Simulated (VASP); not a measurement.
Na:

```
CELL_PARAMETERS angstrom
-2.14100 2.14100 2.14100
2.14100 -2.14100 2.14100
2.14100 2.14100 -2.14100
ATOMIC_POSITIONS crystal
Na 0.00000 0.00000 0.00000
```

- Program: VASP 6.6.1
- Task: relaxation of cell and atoms
- Functional: PBE
- Potentials or basis: VASP PAW PBE potentials, release 64 (Na_pv)
- Cutoff: 600 eV
- k mesh: 9 × 9 × 9
- Occupations: fermi-dirac, width 0.05 eV
- Spin: no spin polarisation

At the start: pressure -0.4 GPa; volume 39.26 Å³/atom.

Q: How do energy, volume and symmetry change on relaxing?

A: Over 5 steps the energy falls by 3.4 meV/atom and the volume is 36.99 Å³/atom (-5.8 %); space group Im-3m (No. 229, to 0.05 Å).

The path:
```tsv
step	energy change (eV)	largest force (eV/Å)	pressure (GPa)	volume (Å³)
1	0.0000	0.0000	-0.44	39.26
2	-0.0015	0.0000	-0.32	38.64
3	-0.0030	0.0000	-0.12	37.58
4	-0.0021	0.0000	0.33	35.51
5	-0.0034	0.0000	-0.03	36.99
```

Final structure:
```cif
data_structure
_symmetry_space_group_name_H-M 'P 1'
_symmetry_Int_Tables_number 1
_cell_length_a 3.6354
_cell_length_b 3.6354
_cell_length_c 3.6354
_cell_angle_alpha 109.471
_cell_angle_beta 109.471
_cell_angle_gamma 109.471
_cell_volume 36.99
loop_
_atom_site_label
_atom_site_type_symbol
_atom_site_fract_x
_atom_site_fract_y
_atom_site_fract_z
_atom_site_occupancy
Na1 Na 0.00000 0.00000 0.00000 1
```
